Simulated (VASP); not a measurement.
Here is a VASP 6.6.1 calculation.

File INCAR:

```
SYSTEM = Be3CdO4
ALGO = Normal ; EDIFF = 1E-7
EDIFFG = -0.08 ; ENCUT = 600
GGA = PE ; GGA_COMPAT = .False.
IBRION = 2 ; ISIF = 3
ISMEAR = 0 ; LASPH = .True.
LCHARG = .False. ; LREAL = .False.
LWAVE = .False. ; NELM = 120
NELMIN = 4 ; NSW = 36
PREC = Accurate ; SIGMA = 0.15
```

The input KPOINTS:

```
k-points
0
Gamma
  3 3 3
  0 0 0
```

File POSCAR:

```
Be3CdO4
1.0
    2.8135572200      1.6244080200      2.8634393600
   -2.8135572200      1.6244080200      2.8634393600
    0.0000000000     -3.2488160300      2.8634393600
Be Cd O
3 1 4
Direct
    0.4253477700      0.1316563300      0.4253477700
    0.4253477700      0.4253477700      0.1316563300
    0.1316563300      0.4253477700      0.4253477700
    0.7927732800      0.7927732800      0.7927732800
    0.1676570000      0.1676570000      0.1676570000
    0.9118810700      0.4499501600      0.9118810700
    0.9118810700      0.9118810700      0.4499501600
    0.4499501600      0.9118810700      0.9118810700
```

Potentials or basis: VASP PAW PBE potentials, release 64 (Be, Cd, O).

Run with:

```console
$ cat potpaw_PBE.64/Be/POTCAR potpaw_PBE.64/Cd/POTCAR potpaw_PBE.64/O/POTCAR > POTCAR
$ mpirun -np 1 vasp_std > vasp.out
```

Task: Estimate the relaxed volume.

Result: 11.46 Å³/atom.

Task: What does it give for the band gap on the k mesh?

Result: 1.46 eV (least direct gap 1.63 eV).

Task: Predict the relaxed cell.

Result: a = 4.676 Å, b = 4.676 Å, c = 4.676 Å, α = 73.47°, β = 73.47°, γ = 73.47°.

Task: What does it give for the space group after relaxing (to 0.1 Å)?

Result: R3m (No. 160).

Forces in eV/Å, atoms in the order of the input:
```
Be   0.012 -0.007  0.001
Be   0.000  0.014  0.001
Be  -0.012 -0.007  0.001
Cd   0.000  0.000 -0.042
O    0.000  0.000  0.060
O    0.021 -0.012 -0.007
O    0.000  0.024 -0.007
O   -0.021 -0.012 -0.007
```

Caveat: the k points lie up to 0.48 Å⁻¹ apart in the final cell; the volume moved by over 15 % at a fixed basis, so the end points are rough; an odd mesh through Γ misses points on the zone boundary, where band edges can lie; the relaxation stopped at a loose force limit of 0.08 eV/Å, so its end isn't a converged minimum.
